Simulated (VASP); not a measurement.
# In3Se (Pm-3m) in VASP: further runs

In3Se is run at these levels: LDA, PBE; tasks: relaxation of cell and atoms, single point.

Program: VASP 6.6.1. These are calculated values, not measurements. Logs are shortened: lines on timing, memory, paths and dates and some standing lists are left out, and cuts for length are marked.

## (1) The cell of the first run

The structure is cubic, space group Pm-3m (No. 221). The conventional cell has a = 4.804 Å, b = 4.804 Å, c = 4.804 Å, α = 90.00°, β = 90.00°, γ = 90.00°. Within 4.5 Å of In (site symmetry 4/mmm) lie 8 In at 3.40 Å and 4 Se at 3.40 Å. Within 4.5 Å of Se (site symmetry m-3m) lie 12 In at 3.40 Å.

## (2) Relaxation of cell and atoms, LDA

INCAR

```
  PREC = Accurate
  ENCUT = 600
  EDIFF = 1E-6
  ISMEAR = 0
  SIGMA = 0.1
  LREAL = F
  LASPH = T
  NELM = 60
  ALGO = Normal
  ISIF = 3
  LWAVE = F
  LCHARG = F
  IBRION = 2
  NSW = 80
  EDIFFG = -0.01
```

KPOINTS

```
regular mesh
0
Gamma
  10 10 10
```

POSCAR

```
In3Se
1.0
    4.8037580000      0.0000000000      0.0000000000
    0.0000000000      4.8037580000      0.0000000000
    0.0000000000      0.0000000000      4.8037580000
In Se
3 1
Direct
    0.0000000000      0.5000000000      0.5000000000
    0.5000000000      0.0000000000      0.5000000000
    0.5000000000      0.5000000000      0.0000000000
    0.0000000000      0.0000000000      0.0000000000
```

Potentials or basis: VASP PAW LDA potentials, release 64 (In_d, Se).

On the command line:

```console
$ cat potpaw_LDA.64/In_d/POTCAR potpaw_LDA.64/Se/POTCAR > POTCAR
$ mpirun -np 1 vasp_std > vasp.out
```

OUTCAR:

```text
PREC = Accurate
   ENCUT = 600
   EDIFF = 1E-6
   ISMEAR = 0
   LREAL = F
   LASPH = T
   NELM = 60
   ISIF = 3
   IBRION = 2
   NSW = 80
   EDIFFG = -0.01

 ion  position               nearest neighbor table
   1  0.000  0.500  0.500-   2 3.40   3 3.40   4 3.40   3 3.40   4 3.40   2 3.40   4 3.40   4 3.40
                             2 3.40   3 3.40   3 3.40   2 3.40
   2  0.500  0.000  0.500-   1 3.40   3 3.40   4 3.40   3 3.40   4 3.40   1 3.40   3 3.40   3 3.40
                             1 3.40   4 3.40   4 3.40   1 3.40
   3  0.500  0.500  0.000-   1 3.40   2 3.40   4 3.40   1 3.40   2 3.40   2 3.40   4 3.40   2 3.40
                             1 3.40   4 3.40   1 3.40   4 3.40
   4  0.000  0.000  0.000-   1 3.40   2 3.40   3 3.40   1 3.40   2 3.40   1 3.40   3 3.40   1 3.40
                             2 3.40   3 3.40   2 3.40   3 3.40

  LATTYP: Found a simple cubic cell.
 ALAT       =     4.8037580000

  Lattice vectors:

 A1 = (   4.8037580000,   0.0000000000,   0.0000000000)
 A2 = (   0.0000000000,   4.8037580000,   0.0000000000)
 A3 = (   0.0000000000,   0.0000000000,   4.8037580000)

Analysis of symmetry for initial positions (statically):
=====================================================================
 Subroutine PRICEL returns:
 Original cell was already a primitive cell.

 Routine SETGRP: Setting up the symmetry group for a
 simple cubic supercell.

 Subroutine GETGRP returns: Found 48 space group operations
 (whereof 48 operations were pure point group operations)
 out of a pool of 48 trial point group operations.

The static configuration has the point symmetry O_h .

Analysis of symmetry for dynamics (positions and initial velocities):
=====================================================================
 Subroutine PRICEL returns:
 Original cell was already a primitive cell.

 Routine SETGRP: Setting up the symmetry group for a
 simple cubic supercell.

 Subroutine GETGRP returns: Found 48 space group operations
 (whereof 48 operations were pure point group operations)
 out of a pool of 48 trial point group operations.

The dynamic configuration has the point symmetry O_h .

 Subroutine INISYM returns: Found 48 space group operations
 (whereof 48 operations are pure point group operations),
 and found     1 'primitive' translations

----------------------------------------------------------------------------------------

                                     Primitive cell

  volume of cell :     110.8520

  direct lattice vectors                    reciprocal lattice vectors
     4.803758000  0.000000000  0.000000000     0.208170353  0.000000000  0.000000000
     0.000000000  4.803758000  0.000000000     0.000000000  0.208170353  0.000000000
     0.000000000  0.000000000  4.803758000     0.000000000  0.000000000  0.208170353

  length of vectors
     4.803758000  4.803758000  4.803758000     0.208170353  0.208170353  0.208170353

  position of ions in fractional coordinates (direct lattice)
     0.000000000  0.500000000  0.500000000
     0.500000000  0.000000000  0.500000000
     0.500000000  0.500000000  0.000000000
     0.000000000  0.000000000  0.000000000

  ion indices of the primitive-cell ions
   primitive index   ion index
                 1           1
                 2           2
                 3           3
                 4           4

----------------------------------------------------------------------------------------

 KPOINTS: regular mesh

Automatic generation of k-mesh.
 Grid dimensions read from file:
 generate k-points for:   10   10   10

 Generating k-lattice:

  Cartesian coordinates                     Fractional coordinates (reciprocal lattice)
     0.020817035  0.000000000  0.000000000     0.100000000  0.000000000  0.000000000
     0.000000000  0.020817035  0.000000000     0.000000000  0.100000000  0.000000000
     0.000000000  0.000000000  0.020817035     0.000000000  0.000000000  0.100000000

  Length of vectors
     0.020817035  0.020817035  0.020817035

  Shift w.r.t. Gamma in fractional coordinates (k-lattice)
     0.000000000  0.000000000  0.000000000

 Subroutine IBZKPT returns following result:
 ===========================================

 Found     56 irreducible k-points:

 Following reciprocal coordinates:
            Coordinates               Weight
  0.000000  0.000000  0.000000      1.000000
  0.100000  0.000000  0.000000      6.000000
  0.200000  0.000000  0.000000      6.000000
  0.300000  0.000000  0.000000      6.000000
  0.400000  0.000000  0.000000      6.000000
  0.500000  0.000000  0.000000      3.000000
[... 16 lines left out ...]
  0.200000  0.100000  0.100000     24.000000
  0.300000  0.100000  0.100000     24.000000
 [... further k-points ...]
   k-points           NKPTS =     56   k-points in BZ     NKDIM =     56   number of bands    NBANDS=     27
   number of dos      NEDOS =    301   number of ions     NIONS =      4
   total plane-waves  NPLWV =  64000
   dimension x,y,z NGX =    40 NGY =   40 NGZ =   40
   dimension x,y,z NGXF=    80 NGYF=   80 NGZF=   80
   ions per type =               3   1
   NGX,Y,Z   is equivalent  to a cutoff of  13.84, 13.84, 13.84 a.u.
   NGXF,Y,Z  is equivalent  to a cutoff of  27.69, 27.69, 27.69 a.u.
 SYSTEM =  unknown system
   PREC   = accura    normal or accurate (medium, high low for compatibility)
   ISTART =      0    job   : 0-new  1-cont  2-samecut
   ICHARG =      2    charge: 1-file 2-atom 10-const
   ISPIN  =      1    spin polarized calculation?
   LNONCOLLINEAR =      F non collinear calculations
   LSORBIT =      F    spin-orbit coupling
   LASPH  =      T    aspherical Exc in radial PAW
   ENCUT  =  600.0 eV  44.10 Ry    6.64 a.u.   9.59  9.59  9.59*2*pi/ulx,y,z
   NELM   =     60;   NELMIN=  2; NELMDL= -5     # of ELM steps
   EDIFF  = 0.1E-05   stopping-criterion for ELM
   LREAL  =      F    real-space projection
   EDIFFG = -.1E-01   stopping-criterion for IOM
   NSW    =     80    number of steps for IOM
   IBRION =      2    ionic relax: 0-MD 1-quasi-New 2-CG
   NFREE  =      1    steps in history (QN), initial steepest desc. (CG)
   ISIF   =      3    stress and relaxation
   ISYM   =      2    0-nonsym 1-usesym 2-fastsym
   POTIM  = 0.5000    time-step for ionic-motion
   TEBEG  =    0.0;   TEEND  =   0.0 temperature during run
   PSTRESS=    0.0 pullay stress
   NELECT =      45.0000    total number of electrons
   NUPDOWN=      -1.0000    fix difference up-down
   EMIN   =  10.00;   EMAX   =-10.00  energy-range for DOS
   EFERMI =   0.00;   METHOD = LEGACY
   ISMEAR =     0;   SIGMA  =   0.10  broadening in eV -4-tet -1-fermi 0-gaus
   EFERMI_NEDOS =   21; number of points for ismear=-14 and -15
   IALGO  =     38    algorithm
   IMIX   =      4    mixing-type and parameters
     AMIX     =   0.40;   BMIX     =  1.00
     AMIX_MAG =   1.60;   BMIX_MAG =  1.00
  volume/ion in A,a.u.               =      27.71       187.02
  Fermi-wavevector in a.u.,A,eV,Ry     =   1.212173  2.290675 19.991897  1.469363
  Thomas-Fermi vector in A             =   2.347665
   LORBIT       =      0    0 simple, 1 ext, 2 COOP (PROOUT), +10 PAW based schemes
   GGA     = CA    functional components
   LHFCALC =     F    Hartree Fock is set to
   AEXX    =    0.0000 exact exchange contribution
   IVDW    =     0    specifies the selected vdW correction
   LEPSILON=     F    determine dielectric tensor
   LRPA    =     F    only Hartree local field effects (RPA)
 conjugate gradient relaxation of ions
 non-spin polarized calculation
 Gauss-broadening in eV      SIGMA  =   0.10
  energy-cutoff  :      600.00
  volume of cell :      110.85
 maximum number of plane-waves:      3751
 NGX is ok and might be reduce to    40
   NGX = 19   NGY = 19   NGZ = 19

--------------------------------------- Ionic step        1  -------------------------------------------

 number of electron      45.0000001 magnetization

 Free energy of the ion-electron system (eV)
  ---------------------------------------------------
  ext. energy  EPLUGINS =         0.00000000
  ---------------------------------------------------
  free energy    TOTEN  =       -14.02883510 eV

  energy without entropy =      -14.01928033  energy(sigma->0) =      -14.02405771

------------------------ aborting loop because EDIFF is reached ----------------------------------------

  FORCE on cell =-STRESS in cart. coord.  units (eV):
  Direction    XX          YY          ZZ          XY          YZ          ZX
  --------------------------------------------------------------------------------------
  -------------------------------------------------------------------------------------
  Total       -2.9629747     -2.9629747     -2.9629747      0.0000000     -0.0000000      0.0000000
  in kB      -42.8247821    -42.8247821    -42.8247821      0.0000000     -0.0000000      0.0000000
  external PRESSURE =     -42.8247821 kB  Pullay stress =       0.0000000 kB
[... 61 lines left out ...]
  energy  without entropy=      -14.2061580914  energy(sigma->0) =      -14.21107236

--------------------------------------- Ionic step        3  -------------------------------------------

 number of electron      44.9999987 magnetization

 Free energy of the ion-electron system (eV)
  ---------------------------------------------------
  ext. energy  EPLUGINS =         0.00000000
  ---------------------------------------------------
  free energy    TOTEN  =       -14.21775186 eV

  energy without entropy =      -14.20782317  energy(sigma->0) =      -14.21278751

 E-fermi :   6.9581     XC(G=0): -10.5749

 val. band max:        6.9312775858   @ k =   0.4000   0.0000   0.0000
 cond. band min:       6.9783416325   @ k =   0.4000   0.3000   0.1000
 fundamental gap:      0.0470640466
 Fermi energy:         6.9580577014

 k-point     1 :       0.0000    0.0000    0.0000
  band No.  band energies     occupation
      1      -7.8654      2.00000
      2      -7.8206      2.00000
      3      -7.8206      2.00000
      4      -7.8206      2.00000
      5      -7.6579      2.00000
      6      -7.6579      2.00000
[... 709 lines left out ...]
     26       9.4401      0.00000
     27       9.9753      0.00000

 [... further k-points ...]

------------------------ aborting loop because EDIFF is reached ----------------------------------------

  FORCE on cell =-STRESS in cart. coord.  units (eV):
  Direction    XX          YY          ZZ          XY          YZ          ZX
  --------------------------------------------------------------------------------------
  -------------------------------------------------------------------------------------
  Total       -0.0284014     -0.0284014     -0.0284014      0.0000000      0.0000000     -0.0000000
  in kB       -0.4625302     -0.4625302     -0.4625302      0.0000000      0.0000000     -0.0000000
  external PRESSURE =      -0.4625302 kB  Pullay stress =       0.0000000 kB
[... 19 lines left out ...]
  FREE ENERGIE OF THE ION-ELECTRON SYSTEM (eV)
  ---------------------------------------------------
  free  energy   TOTEN  =       -14.2177518556 eV

  energy  without entropy=      -14.2078231735  energy(sigma->0) =      -14.21278751

 reached required accuracy - stopping structural energy minimisation
```

It took 4.4 min on 1 thread of Intel Xeon 6975P-C (Granite Rapids), shared host; peak memory 0.32 GiB.

What came out:

```
Free energy                           : -14.2178 eV
Relaxed volume                        : 24.60 Å³/atom
Relaxed cell                          : a = 4.616 Å, b = 4.616 Å, c = 4.616 Å, α = 90.00°, β = 90.00°, γ = 90.00°
Space group after relaxing (to 0.1 Å) : Pm-3m (No. 221)
Energy gained by relaxing             : 47.2 meV/atom
Ionic steps                           : 3
Pressure after relaxing               : 0.0 GPa
Band gap on the k mesh                : zero (an odd number of electrons rules out a gap without spin polarisation)
```

The path:
```tsv
step	energy change (eV)	largest force (eV/Å)	pressure (GPa)	volume (Å³)
1	0.0000	0.0000	-4.28	110.85
2	-0.1872	0.0000	-0.50	99.39
3	-0.1889	0.0000	-0.05	98.38
```

Final structure:
```cif
data_structure
_symmetry_space_group_name_H-M 'P 1'
_symmetry_Int_Tables_number 1
_cell_length_a 4.6164
_cell_length_b 4.6164
_cell_length_c 4.6164
_cell_angle_alpha 90.000
_cell_angle_beta 90.000
_cell_angle_gamma 90.000
_cell_volume 98.38
loop_
_atom_site_label
_atom_site_type_symbol
_atom_site_fract_x
_atom_site_fract_y
_atom_site_fract_z
_atom_site_occupancy
In1 In 0.00000 0.50000 0.50000 1
In2 In 0.50000 0.00000 0.50000 1
In3 In 0.50000 0.50000 0.00000 1
Se1 Se 0.00000 0.00000 0.00000 1
```

Levels at points of the mesh, in eV from the Fermi level:
| k point | band 19 | band 20 | band 21 | band 22 | band 23 | band 24 | band 25 | band 26 |
| --- | --- | --- | --- | --- | --- | --- | --- | --- |
| (0.00, 0.00, 0.00) | -3.69 | -3.69 | -2.06 | -2.06 | 1.24 | 1.24 | 1.24 | 4.45 |
| (0.50, 0.00, 0.00) | -2.72 | -2.72 | -1.34 | -1.05 | -0.23 | -0.23 | 1.28 | 4.13 |
| (0.50, 0.50, 0.00) | -6.11 | -2.12 | -0.99 | -0.51 | -0.51 | 1.68 | 1.77 | 1.77 |
| (0.50, 0.50, 0.50) | -4.73 | -4.44 | -4.44 | -4.44 | -3.59 | 3.42 | 3.42 | 3.42 |

Caveat: spin-orbit coupling is left out, which moves the levels of the heavy elements.

## (3) Single point, PBE

INCAR

```
SYSTEM = In3Se
  ALGO = Normal
  EDIFF = 1E-6
  ENCUT = 520
  GGA = PE
  ISIF = 2
  ISMEAR = 0
  LASPH = .TRUE.
  LCHARG = .TRUE.
  LELF = .TRUE.
  LREAL = .FALSE.
  LVHAR = .TRUE.
  LWAVE = .FALSE.
  NBANDS = 30
  NELM = 60
  PREC = Accurate
  SIGMA = 0.1
```

KPOINTS

```
Automatic mesh
0
Gamma
  8 8 8
  0.5 0.5 0.5
```

POSCAR is that of step 2.

Potentials or basis: VASP PAW PBE potentials, release 64 (In_d, Se).

On the command line:

```console
$ cat potpaw_PBE.64/In_d/POTCAR potpaw_PBE.64/Se/POTCAR > POTCAR
$ mpirun -np 1 vasp_std > vasp.out
```

It took 32 s on 1 thread of AMD EPYC 9R45 (Zen 5), shared host; peak memory 0.19 GiB.

The run converged. Its results:

| Item | Value |
| --- | --- |
| Free energy | -11.6836 eV |
| Pressure | -0.3 GPa |
| Band gap on the k mesh | zero (an odd number of electrons rules out a gap without spin polarisation) |

Levels at points of the mesh, in eV from the Fermi level:
```tsv
k point	band 19	band 20	band 21	band 22	band 23	band 24	band 25	band 26	band 27	band 28
(0.06, 0.06, 0.06)	-3.58	-3.08	-1.90	-1.90	0.73	1.19	1.19	3.63	3.63	4.27
```

Caveat: spin-orbit coupling is left out, which moves the levels of the heavy elements.

## (4) Single point, PBE

INCAR

```
SYSTEM = In3Se
ALGO = Normal
EDIFF = 1E-6
ENCUT = 520
GGA = PE
ISIF = 2
ISMEAR = 0
LASPH = .TRUE.
LCHARG = .FALSE.
LREAL = .FALSE.
LWAVE = .FALSE.
NBANDS = 30
NELM = 80
PREC = Accurate
SIGMA = 0.02
```

KPOINTS

```
k-points
0
G
  10 10 10
  0 0 0
```

POSCAR is that of step 3.

On the command line:

```console
$ cat potpaw_PBE.64/In_d/POTCAR potpaw_PBE.64/Se/POTCAR > POTCAR
$ mpirun -np 1 vasp_std > vasp.out
```

It took 60 s on 1 thread of AMD EPYC 9R45 (Zen 5), shared host; peak memory 0.27 GiB.

The run converged. Its results:

- Free energy: -11.6782 eV
- Pressure: -0.3 GPa
- Band gap on the k mesh: zero (an odd number of electrons rules out a gap without spin polarisation)

Levels at points of the mesh, in eV from the Fermi level:
```
           k point  band 18  band 19  band 20  band 21  band 22  band 23  band 24  band 25  band 26  band 27
(0.00, 0.00, 0.00)    -3.21    -3.21    -3.21    -2.20    -2.20     1.16     1.16     1.16     4.22     4.22
(0.50, 0.00, 0.00)    -4.92    -2.40    -2.40    -1.65    -1.01    -0.06    -0.06     1.45     3.72     3.79
(0.50, 0.50, 0.00)    -5.85    -5.66    -1.91    -0.80    -0.67    -0.67     1.41     1.82     1.82     1.90
(0.50, 0.50, 0.50)    -4.31    -4.31    -4.11    -4.11    -4.11    -3.16     3.04     3.04     3.04     7.96
```

Caveat: spin-orbit coupling is left out, which moves the levels of the heavy elements.

## (5) Single point, PBE

INCAR

```
  PREC = Accurate
  ENCUT = 520
  EDIFF = 1E-6
  ISMEAR = 0
  SIGMA = 0.2
  LREAL = F
  LASPH = T
  NELM = 80
  ALGO = Normal
  ISIF = 2
  LWAVE = F
  LCHARG = F
  GGA = PE
  NBANDS = 30
```

KPOINTS

```
regular mesh
0
Gamma
  10 10 10
```

POSCAR is that of step 4.

On the command line:

```console
$ cat potpaw_PBE.64/In_d/POTCAR potpaw_PBE.64/Se/POTCAR > POTCAR
$ mpirun -np 1 vasp_std > vasp.out
```

Run time: 62 s. Hardware: 1 thread of AMD EPYC 9R45 (Zen 5), shared host; peak memory 0.27 GiB.

It converged, with:

```
Free energy            : -11.6970 eV
Pressure               : -0.3 GPa
Band gap on the k mesh : zero (an odd number of electrons rules out a gap without spin polarisation)
```

Levels at points of the mesh, in eV from the Fermi level:
```csv
k point,band 21,band 22,band 23,band 24,band 25,band 26
"(0.00, 0.00, 0.00)",-2.20,-2.20,1.15,1.15,1.15,4.22
"(0.50, 0.00, 0.00)",-1.66,-1.02,-0.06,-0.06,1.44,3.71
"(0.50, 0.50, 0.00)",-0.81,-0.68,-0.68,1.41,1.81,1.81
"(0.50, 0.50, 0.50)",-4.12,-4.12,-3.16,3.02,3.02,3.02
```

Caveat: spin-orbit coupling is left out, which moves the levels of the heavy elements.

## (6) The runs side by side

| task | level | potentials or basis | cell | k mesh | cutoff (eV) | smearing | gap on the mesh (eV) | pressure (GPa) |
| --- | --- | --- | --- | --- | --- | --- | --- | --- |
| relaxation of cell and atoms | LDA | VASP PAW LDA potentials, release 64 (In_d, Se) | relaxed | 10 × 10 × 10 | 600 | gaussian 0.1 eV | none | 0.0 |
| single point | PBE | VASP PAW PBE potentials, release 64 (In_d, Se) | as given | 8 × 8 × 8, shifted | 520 | gaussian 0.1 eV | none | -0.3 |
| single point | PBE | VASP PAW PBE potentials, release 64 (In_d, Se) | as given | 10 × 10 × 10 | 520 | gaussian 0.02 eV | none | -0.3 |
| single point | PBE | VASP PAW PBE potentials, release 64 (In_d, Se) | as given | 10 × 10 × 10 | 520 | gaussian 0.2 eV | none | -0.3 |

Alike in all rows: no spin polarisation.

Caveats: spin-orbit coupling is left out, which moves the levels of the heavy elements.

Total energies depend on the potentials used, so only differences within one code and one set of settings carry meaning.
